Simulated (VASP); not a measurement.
**TiSi6: single point with PBE**

The system is TiSi6.

```
Ti Si
1.0
     5.68949    0.00000    0.00000
     0.00000    5.68949    0.00000
     0.00000    0.00000    5.68949
Ti Si
1 6
Direct
  0.00000 0.00000 0.00000
  0.19826 0.50000 0.50000
  0.50000 0.19826 0.50000
  0.80174 0.50000 0.50000
  0.50000 0.80174 0.50000
  0.50000 0.50000 0.19826
  0.50000 0.50000 0.80174
```

The cell was generated, and may not be a known phase.

```yaml
Program: VASP 6.6.1
Task: single point
Functional: PBE
Potentials_or_basis: VASP PAW PBE potentials, release 64 (Ti_sv, Si)
Cutoff: 520 eV
k_mesh: 4 × 4 × 4
Occupations: gaussian, width 0.1 eV
Spin: collinear spin
Starting_moments: "[1.0, 0.0, 0.0, 0.0, 0.0, 0.0, 0.0] μB"
```

| Property | Result |
| --- | --- |
| Pressure | 0.3 GPa |
| Largest force | 0.007 eV/Å |
| Band gap on the k mesh | zero (filled and empty bands overlap) |
| Net moment | 0.00 μB per cell |
| Valence electrons inside the program's atomic spheres | Ti 9.94; Si 1.64 |

Forces on the atoms (eV/Å):
```
Ti   0.000  0.000  0.000
Si  -0.007  0.000  0.000
Si   0.000 -0.007  0.000
Si   0.007  0.000  0.000
Si   0.000  0.007  0.000
Si   0.000  0.000 -0.007
Si   0.000  0.000  0.007
```

Levels at points of the mesh, in eV from the Fermi level:
Spin up:
```tsv
k point	band 16	band 17	band 18	band 19	band 20	band 21
(0.00, 0.00, 0.00)	-0.48	-0.48	-0.37	0.00	0.00	0.18
(0.50, 0.00, 0.00)	-1.25	-1.17	-0.49	-0.49	0.04	0.18
(0.50, 0.50, 0.00)	-0.88	-0.66	-0.66	0.11	0.14	0.26
(0.50, 0.50, 0.50)	-1.37	-0.59	-0.38	0.11	0.11	0.11
```
Spin down:
```tsv
k point	band 15	band 16	band 17	band 18	band 19	band 20	band 21	band 22
(0.00, 0.00, 0.00)	-0.48	-0.48	-0.48	-0.37	0.00	0.00	0.18	0.18
(0.50, 0.00, 0.00)	-1.29	-1.25	-1.17	-0.49	-0.49	0.04	0.18	0.56
(0.50, 0.50, 0.00)	-1.46	-0.88	-0.66	-0.66	0.11	0.14	0.26	0.26
(0.50, 0.50, 0.50)	-1.37	-1.37	-0.59	-0.38	0.11	0.11	0.11	0.20
```

It took 6.9 min on 1 thread of AMD EPYC 7R13 (shared host), peak memory 0.33 GiB.
